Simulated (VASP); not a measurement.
Runs of VASP 6.6.1 on C. The structure is that of space group I4_1/amd (No. 141), or close to it. The cells are those of the table. 

```csv
cell,gap on the mesh (eV),pressure (GPa)
"a = 2.586, b = 2.586, c = 2.648 Å, angles 59.2, 59.2, 61.6°, 2 atoms",2.93,-37.5
"a = 2.651, b = 2.651, c = 2.774 Å, angles 58.5, 58.5, 63.1°, 2 atoms",1.78,(a)
"a = 2.635, b = 2.635, c = 2.743 Å, angles 58.6, 58.6, 62.7°, 2 atoms",2.05,(b)
"a = 2.618, b = 2.618, c = 2.711 Å, angles 58.8, 58.8, 62.4°, 2 atoms",2.32,-50.2
```

Alike in all rows: task single point; level r2SCAN; potentials or basis VASP PAW PBE potentials, release 64 (C); no spin polarisation; k mesh 12 × 12 × 12; cutoff (eV) 520; smearing gaussian 0.05 eV.

Q: Fill in the values left out.

A: (a) -60.0; (b) -55.4.

Caveats: the PAW data sets were made with another functional, which shifts forces and pressure a little.

A k mesh can miss the band edges.
